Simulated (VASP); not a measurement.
# Ni (Fm-3m) in VASP: a series of runs

Runs on Ni. Level: LDA. Tasks: single point.

Everything below comes from runs of VASP 6.6.1. Logs are shortened: lines on timing, memory, paths and dates and some standing lists are left out, and cuts for length are marked.

### 1 The cell of the first run

Symmetry: Fm-3m, No. 225, cubic system. The conventional cell has a = 3.556 Å, b = 3.556 Å, c = 3.556 Å, α = 90.00°, β = 90.00°, γ = 90.00°. Ni (site symmetry m-3m) has 12 Ni at 2.51 Å within 3.3 Å.

### 2 Single point, LDA, collinear spin (11.24 Å³/atom)

Contents of INCAR:

```
PREC = Accurate
ENCUT = 520
EDIFF = 1E-6
ISMEAR = 0
SIGMA = 0.15
LREAL = False
LASPH = True
NELM = 150
ALGO = Normal
ISIF = 2
LWAVE = False
LCHARG = False
ISPIN = 2
MAGMOM = 0.125
LORBIT = 11
NUPDOWN = 0.125
LMAXMIX = 4
NBANDS = 15
```

Contents of KPOINTS:

```
regular mesh
0
Gamma
  24 24 24
```

Contents of POSCAR:

```
Ni
1.0
    0.0000000000      1.7780249946      1.7780249946
    1.7780249946      0.0000000000      1.7780249946
    1.7780249946      1.7780249946      0.0000000000
Ni
1
Direct
    0.0000000000      0.0000000000      0.0000000000
```

Potentials or basis: VASP PAW LDA potentials, release 64 (Ni).

Command:

```console
cat potpaw_LDA.64/Ni/POTCAR > POTCAR
mpirun -np 1 vasp_std > vasp.out
```

OUTCAR:

```text
PREC = Accurate
   ENCUT = 520
   EDIFF = 1E-6
   ISMEAR = 0
   LREAL = False
   LASPH = True
   NELM = 150
   ISIF = 2
   ISPIN = 2
   LORBIT = 11
   NUPDOWN = 0.125

 ion  position               nearest neighbor table
   1  0.000  0.000  0.000-

  LATTYP: Found a face centered cubic cell.
 ALAT       =     3.5560499892

  Lattice vectors:

 A1 = (   0.0000000000,   1.7780249946,   1.7780249946)
 A2 = (   1.7780249946,   0.0000000000,   1.7780249946)
 A3 = (   1.7780249946,   1.7780249946,   0.0000000000)

Analysis of symmetry for initial positions (statically):
=====================================================================
 Subroutine PRICEL returns:
 Original cell was already a primitive cell.

 Routine SETGRP: Setting up the symmetry group for a
 face centered cubic supercell.

 Subroutine GETGRP returns: Found 48 space group operations
 (whereof 48 operations were pure point group operations)
 out of a pool of 48 trial point group operations.

The static configuration has the point symmetry O_h .

Analysis of symmetry for dynamics (positions and initial velocities):
=====================================================================
 Subroutine PRICEL returns:
 Original cell was already a primitive cell.

 Routine SETGRP: Setting up the symmetry group for a
 face centered cubic supercell.

 Subroutine GETGRP returns: Found 48 space group operations
 (whereof 48 operations were pure point group operations)
 out of a pool of 48 trial point group operations.

The dynamic configuration has the point symmetry O_h .

Analysis of structural, dynamic, and magnetic symmetry:
=====================================================================
 Subroutine PRICEL returns:
 Original cell was already a primitive cell.

 Routine SETGRP: Setting up the symmetry group for a
 face centered cubic supercell.

 Subroutine GETGRP returns: Found 48 space group operations
 (whereof 48 operations were pure point group operations)
 out of a pool of 48 trial point group operations.

The overall configuration has the point symmetry O_h .

 Subroutine INISYM returns: Found 48 space group operations
 (whereof 48 operations are pure point group operations),
 and found     1 'primitive' translations

----------------------------------------------------------------------------------------

                                     Primitive cell

  volume of cell :      11.2420

  direct lattice vectors                    reciprocal lattice vectors
     0.000000000  1.778024995  1.778024995    -0.281210895  0.281210895  0.281210895
     1.778024995  0.000000000  1.778024995     0.281210895 -0.281210895  0.281210895
     1.778024995  1.778024995  0.000000000     0.281210895  0.281210895 -0.281210895

  length of vectors
     2.514507062  2.514507062  2.514507062     0.487071558  0.487071558  0.487071558

  position of ions in fractional coordinates (direct lattice)
     0.000000000  0.000000000  0.000000000

  ion indices of the primitive-cell ions
   primitive index   ion index
                 1           1

----------------------------------------------------------------------------------------

 KPOINTS: regular mesh

Automatic generation of k-mesh.
 Grid dimensions read from file:
 generate k-points for:   24   24   24

 Generating k-lattice:

  Cartesian coordinates                     Fractional coordinates (reciprocal lattice)
    -0.011717121  0.011717121  0.011717121     0.041666667  0.000000000  0.000000000
     0.011717121 -0.011717121  0.011717121     0.000000000  0.041666667  0.000000000
     0.011717121  0.011717121 -0.011717121     0.000000000  0.000000000  0.041666667

  Length of vectors
     0.020294648  0.020294648  0.020294648

  Shift w.r.t. Gamma in fractional coordinates (k-lattice)
     0.000000000  0.000000000  0.000000000

 Subroutine IBZKPT returns following result:
 ===========================================

 Found    413 irreducible k-points:

 Following reciprocal coordinates:
            Coordinates               Weight
  0.000000  0.000000  0.000000      1.000000
  0.041667  0.000000  0.000000      8.000000
  0.083333  0.000000  0.000000      8.000000
  0.125000  0.000000  0.000000      8.000000
  0.166667  0.000000  0.000000      8.000000
  0.208333  0.000000  0.000000      8.000000
[... 16 lines left out ...]
  0.416667  0.041667  0.000000     24.000000
  0.458333  0.041667  0.000000     24.000000
 [... further k-points ...]
   k-points           NKPTS =    413   k-points in BZ     NKDIM =    413   number of bands    NBANDS=     15
   number of dos      NEDOS =    301   number of ions     NIONS =      1
   total plane-waves  NPLWV =   8000
   dimension x,y,z NGX =    20 NGY =   20 NGZ =   20
   dimension x,y,z NGXF=    40 NGYF=   40 NGZF=   40
   ions per type =               1
   NGX,Y,Z   is equivalent  to a cutoff of  13.22, 13.22, 13.22 a.u.
   NGXF,Y,Z  is equivalent  to a cutoff of  26.45, 26.45, 26.45 a.u.
 SYSTEM =  unknown system
   PREC   = accura    normal or accurate (medium, high low for compatibility)
   ISTART =      0    job   : 0-new  1-cont  2-samecut
   ICHARG =      2    charge: 1-file 2-atom 10-const
   ISPIN  =      2    spin polarized calculation?
   LNONCOLLINEAR =      F non collinear calculations
   LSORBIT =      F    spin-orbit coupling
   LASPH  =      T    aspherical Exc in radial PAW
   ENCUT  =  520.0 eV  38.22 Ry    6.18 a.u.   4.68  4.68  4.68*2*pi/ulx,y,z
   NELM   =    150;   NELMIN=  2; NELMDL= -5     # of ELM steps
   EDIFF  = 0.1E-05   stopping-criterion for ELM
   LREAL  =      F    real-space projection
   EDIFFG = 0.1E-04   stopping-criterion for IOM
   NSW    =      0    number of steps for IOM
   IBRION =     -1    ionic relax: 0-MD 1-quasi-New 2-CG
   NFREE  =      0    steps in history (QN), initial steepest desc. (CG)
   ISIF   =      2    stress and relaxation
   ISYM   =      2    0-nonsym 1-usesym 2-fastsym
   POTIM  = 0.5000    time-step for ionic-motion
   TEBEG  =    0.0;   TEEND  =   0.0 temperature during run
   PSTRESS=    0.0 pullay stress
   NELECT =      10.0000    total number of electrons
   NUPDOWN=       0.1250    fix difference up-down
   EMIN   =  10.00;   EMAX   =-10.00  energy-range for DOS
   EFERMI =   0.00;   METHOD = LEGACY
   ISMEAR =     0;   SIGMA  =   0.15  broadening in eV -4-tet -1-fermi 0-gaus
   EFERMI_NEDOS =   21; number of points for ismear=-14 and -15
   IALGO  =     38    algorithm
   IMIX   =      4    mixing-type and parameters
     AMIX     =   0.40;   BMIX     =  1.00
     AMIX_MAG =   1.60;   BMIX_MAG =  1.00
  volume/ion in A,a.u.               =      11.24        75.86
  Fermi-wavevector in a.u.,A,eV,Ry     =   1.574443  2.975266 33.727089  2.478871
  Thomas-Fermi vector in A             =   2.675577
   LORBIT       =     11    0 simple, 1 ext, 2 COOP (PROOUT), +10 PAW based schemes
   GGA     = CA    functional components
   LHFCALC =     F    Hartree Fock is set to
   AEXX    =    0.0000 exact exchange contribution
   IVDW    =     0    specifies the selected vdW correction
   LEPSILON=     F    determine dielectric tensor
   LRPA    =     F    only Hartree local field effects (RPA)
 spin polarized calculation
 Gauss-broadening in eV      SIGMA  =   0.15
  energy-cutoff  :      520.00
  volume of cell :       11.24
 maximum number of plane-waves:       315
   NGX =  9   NGY =  9   NGZ =  9

 number of electron      10.0000006 magnetization       0.1250000

 Free energy of the ion-electron system (eV)
  ---------------------------------------------------
  ext. energy  EPLUGINS =         0.00000000
  ---------------------------------------------------
  free energy    TOTEN  =        -6.46460345 eV

  energy without entropy =       -6.42446123  energy(sigma->0) =       -6.44453234

 E-fermi :   8.4476     XC(G=0): -13.4180

 val. band max:        8.4466024589   @ k =   0.4583   0.4583   0.0000
 cond. band min:       8.3794180326   @ k =  -0.3750   0.4167   0.1667
 fundamental gap:     -0.0671844263
 Fermi energy:         8.3791644513

 spin component 1

 k-point     1 :       0.0000    0.0000    0.0000
  band No.  band energies     occupation
      1      -0.1748      1.00000
      2       6.5604      1.00000
      3       6.5604      1.00000
      4       6.5604      1.00000
      5       7.6431      1.00000
      6       7.6431      1.00000
      7      32.0681      0.00000
      8      35.5885      0.00000
      9      35.5885      0.00000
     10      35.5885      0.00000
     11      38.5016      0.00000
     12      38.5016      0.00000
     13      38.5016      0.00000
     14      41.6821      0.00000
     15      47.3797      0.00000
[... 397 lines left out ...]
 k-point    24 :       0.4583    0.0417    0.0000
  band No.  band energies     occupation
      1       4.0938      1.00000
      2       6.5266      1.00000
      3       6.5857      1.00000
      4       7.5860      1.00000
      5       8.3131      0.73347
      6       8.6453      0.00605
      7      14.9645      0.00000
      8      30.3891      0.00000
      9      31.7660      0.00000
     10      32.4260      0.00000
     11      36.2587      0.00000
     12      36.7035      0.00000
     13      41.8861      0.00000
     14      51.3033      0.00000
     15      53.6416      0.00000

 [... further k-points ...]

 spin component 2

 k-point     1 :       0.0000    0.0000    0.0000
  band No.  band energies     occupation
      1      -0.1702      1.00000
      2       6.6908      1.00000
      3       6.6908      1.00000
      4       6.6908      1.00000
      5       7.7609      1.00000
      6       7.7609      1.00000
      7      32.0594      0.00000
      8      35.5954      0.00000
      9      35.5954      0.00000
     10      35.5954      0.00000
     11      38.5321      0.00000
     12      38.5321      0.00000
     13      38.5321      0.00000
     14      41.6722      0.00000
     15      47.4110      0.00000
[... 397 lines left out ...]
 k-point    24 :       0.4583    0.0417    0.0000
  band No.  band energies     occupation
      1       4.1672      1.00000
      2       6.6416      1.00000
      3       6.7025      1.00000
      4       7.6453      1.00000
      5       8.4497      0.49211
      6       8.7406      0.00287
      7      15.0320      0.00000
      8      30.3828      0.00000
      9      31.7878      0.00000
     10      32.4475      0.00000
     11      36.2777      0.00000
     12      36.7242      0.00000
     13      41.9172      0.00000
     14      51.3316      0.00000
     15      53.6607      0.00000

 [... further k-points ...]

------------------------ aborting loop because EDIFF is reached ----------------------------------------

  FORCE on cell =-STRESS in cart. coord.  units (eV):
  Direction    XX          YY          ZZ          XY          YZ          ZX
  --------------------------------------------------------------------------------------
  -------------------------------------------------------------------------------------
  Total       -1.5767566     -1.5767566     -1.5767566      0.0000000      0.0000000      0.0000000
  in kB     -224.7147874   -224.7147874   -224.7147874      0.0000000      0.0000000      0.0000000
  external PRESSURE =    -224.7147874 kB  Pullay stress =       0.0000000 kB

 VOLUME and BASIS-vectors are now :
 -----------------------------------------------------------------------------
  energy-cutoff  :      520.00
  volume of cell :       11.24
      direct lattice vectors                 reciprocal lattice vectors
     0.000000000  1.778024995  1.778024995    -0.281210895  0.281210895  0.281210895
     1.778024995  0.000000000  1.778024995     0.281210895 -0.281210895  0.281210895
     1.778024995  1.778024995  0.000000000     0.281210895  0.281210895 -0.281210895

 POSITION                                       TOTAL-FORCE (eV/Angst)
 -----------------------------------------------------------------------------------
      0.00000      0.00000      0.00000        -0.000000     -0.000000     -0.000000
 -----------------------------------------------------------------------------------
    total drift:                                0.000000      0.000000      0.000000

  FREE ENERGIE OF THE ION-ELECTRON SYSTEM (eV)
  ---------------------------------------------------
  free  energy   TOTEN  =        -6.4646034526 eV

  energy  without entropy=       -6.4244612305  energy(sigma->0) =       -6.44453234

 total charge

# of ion       s       p       d       tot
------------------------------------------
    1        0.483   0.464   8.320   9.267

 magnetization (x)

# of ion       s       p       d       tot
------------------------------------------
    1       -0.002  -0.005   0.134   0.127
```

Wall time 58 s (1 thread of Intel Xeon 6975P-C (Granite Rapids), shared host); peak memory 0.2 GiB.

Results:

```
Free energy                                           : -6.4646 eV
Pressure                                              : -22.5 GPa
Net moment                                            : 0.12 μB per cell
Site moments                                          : Ni +0.13 μB
Valence electrons inside the program's atomic spheres : Ni 9.27
```

Caveat: the cell stands under tension; the total moment is fixed, so each spin has its own Fermi level.

### 3 Single point, LDA (8.23 Å³/atom)

This run uses another cell than the first one, of 8.23 Å³/atom.

Contents of INCAR:

```
SYSTEM = Ni
ALGO = Fast
EDIFF = 1E-6
ENCUT = 520
GGA = CA
ISIF = 2
ISMEAR = 0
LASPH = .True.
LCHARG = .False.
LREAL = .False.
LWAVE = .False.
NBANDS = 11
NELM = 60
PREC = Accurate
SIGMA = 0.15
```

Contents of KPOINTS:

```
k-points
0
Gamma
  24 24 24
  0 0 0
```

Contents of POSCAR:

```
Ni
1.0
    0.0000000000      1.6025350438      1.6025350438
    1.6025350438      0.0000000000      1.6025350438
    1.6025350438      1.6025350438      0.0000000000
Ni
1
Direct
    0.0000000000      0.0000000000      0.0000000000
```

Potentials or basis: VASP PAW LDA potentials, release 64 (Ni).

Command:

```console
cat potpaw_LDA.64/Ni/POTCAR > POTCAR
mpirun -np 1 vasp_std > vasp.out
```

Wall time 68 s (1 thread of Intel Xeon Platinum 8259CL at 2.50GHz (Skylake/Cascade Lake), shared host); peak memory 0.14 GiB.

It converged, with:

- Free energy: -6.2002 eV
- Pressure: 78.7 GPa
- Band gap on the k mesh: zero (bands 5 and 6 overlap by 1.47 eV)

Levels at points of the mesh, in eV from the Fermi level:
| k point | band 3 | band 4 | band 5 | band 6 | band 7 | band 8 |
| --- | --- | --- | --- | --- | --- | --- |
| (0.00, 0.00, 0.00) | -2.84 | -2.84 | -1.13 | -1.13 | 26.11 | 32.20 |
| (0.50, 0.00, 0.00) | -2.91 | -0.66 | -0.01 | -0.01 | 8.35 | 24.49 |
| (0.50, 0.50, 0.00) | -0.01 | 0.27 | 0.27 | 2.83 | 12.33 | 17.71 |

Caveat: the cell stands under pressure; the run has no spin polarisation, though such a crystal can be magnetic. Spin polarisation is off, so any magnetic state and its effect on volume and gap are missing.

### 4 Single point, LDA (8.83 Å³/atom)

This run uses another cell than the first one, of 8.83 Å³/atom.

Contents of INCAR:

```
ALGO = Fast ; EDIFF = 1E-6
ENCUT = 520 ; GGA = CA
ISIF = 2 ; ISMEAR = 0
LASPH = True ; LCHARG = False
LREAL = False ; LWAVE = False
NBANDS = 11 ; NELM = 100
PREC = Accurate ; SIGMA = 0.15
```

Contents of KPOINTS:

```
k-points
0
Gamma
  24 24 24
```

Contents of POSCAR:

```
Ni
1.0
    0.0000000000      1.6406882893      1.6406882893
    1.6406882893      0.0000000000      1.6406882893
    1.6406882893      1.6406882893      0.0000000000
Ni
1
Direct
    0.0000000000      0.0000000000      0.0000000000
```

Command:

```console
cat potpaw_LDA.64/Ni/POTCAR > POTCAR
mpirun -np 1 vasp_std > vasp.out
```

Wall time 66 s (1 thread of Intel Xeon Platinum 8259CL at 2.50GHz (Skylake/Cascade Lake), shared host); peak memory 0.15 GiB.

It converged, with:

| Item | Value |
| --- | --- |
| Free energy | -6.4246 eV |
| Pressure | 42.1 GPa |
| Band gap on the k mesh | zero (bands 5 and 6 overlap by 1.32 eV) |

Levels at points of the mesh, in eV from the Fermi level:
```tsv
k point	band 1	band 2	band 3	band 4	band 5	band 6	band 7	band 8	band 9	band 10
(0.00, 0.00, 0.00)	-10.39	-2.56	-2.56	-2.56	-1.01	-1.01	25.58	31.07	31.07	31.07
(0.50, 0.00, 0.00)	-5.79	-2.62	-2.62	-0.51	-0.01	-0.01	7.70	24.00	28.55	28.55
(0.50, 0.50, 0.00)	-5.78	-5.05	-0.01	0.24	0.24	2.76	11.58	16.98	16.98	22.91
```

Caveat: the cell stands under pressure; the run has no spin polarisation, though such a crystal can be magnetic.

### 5 Single point, LDA (9.44 Å³/atom)

This run uses another cell than the first one, of 9.44 Å³/atom.

Contents of INCAR:

```
ALGO = Normal
EDIFF = 1E-6
ENCUT = 520
ISIF = 2
ISMEAR = 0
LASPH = T
LCHARG = F
LREAL = F
LWAVE = F
NBANDS = 11
NELM = 80
PREC = Accurate
SIGMA = 0.15
```

KPOINTS is that of step 4.

Contents of POSCAR:

```
Ni
1.0
    0.0000000000      1.6772043451      1.6772043451
    1.6772043451      0.0000000000      1.6772043451
    1.6772043451      1.6772043451      0.0000000000
Ni
1
Direct
    0.0000000000      0.0000000000      0.0000000000
```

Command:

```console
cat potpaw_LDA.64/Ni/POTCAR > POTCAR
mpirun -np 1 vasp_std > vasp.out
```

Wall time 48 s (1 thread of Intel Xeon Platinum 8259CL at 2.50GHz (Skylake/Cascade Lake), shared host); peak memory 0.15 GiB.

Results (log left out):

```yaml
Free_energy: -6.5332 eV
Pressure: 16.8 GPa
Band_gap_on_the_k_mesh: zero (bands 5 and 6 overlap by 1.19 eV)
```

Levels at points of the mesh, in eV from the Fermi level:
| k point | band 2 | band 3 | band 4 | band 5 | band 6 | band 7 | band 8 | band 9 |
| --- | --- | --- | --- | --- | --- | --- | --- | --- |
| (0.00, 0.00, 0.00) | -2.32 | -2.32 | -2.32 | -0.92 | -0.92 | 25.07 | 30.01 | 30.01 |
| (0.50, 0.00, 0.00) | -2.37 | -2.37 | -0.38 | -0.01 | -0.01 | 7.14 | 23.52 | 27.31 |
| (0.50, 0.50, 0.00) | -4.58 | -0.01 | 0.21 | 0.21 | 2.71 | 10.91 | 16.31 | 16.31 |

Caveat: the cell stands under pressure; the run has no spin polarisation, though such a crystal can be magnetic. Spin polarisation is off, so any magnetic state and its effect on volume and gap are missing.

### 6 Overview

```csv
spin,fixed moment (μB),cell,gap on the mesh (eV),pressure (GPa)
collinear,0.125,"a = 2.515 Å, angles 60.0°, 1 atom",-,-22.5
off,-,"a = 2.266 Å, angles 60.0°, 1 atom",none,78.7
off,-,"a = 2.320 Å, angles 60.0°, 1 atom",none,42.1
off,-,"a = 2.372 Å, angles 60.0°, 1 atom",none,16.8
```

Alike in all rows: task single point; level LDA; potentials or basis VASP PAW LDA potentials, release 64 (Ni); k mesh 24 × 24 × 24; cutoff (eV) 520; smearing gaussian 0.15 eV.

Caveats: the cell stands under pressure (at least some runs); the cell stands under tension (at least some runs); the total moment is fixed, so each spin has its own Fermi level (at least some runs).

Absolute energies hang on the potentials; compare differences alone.
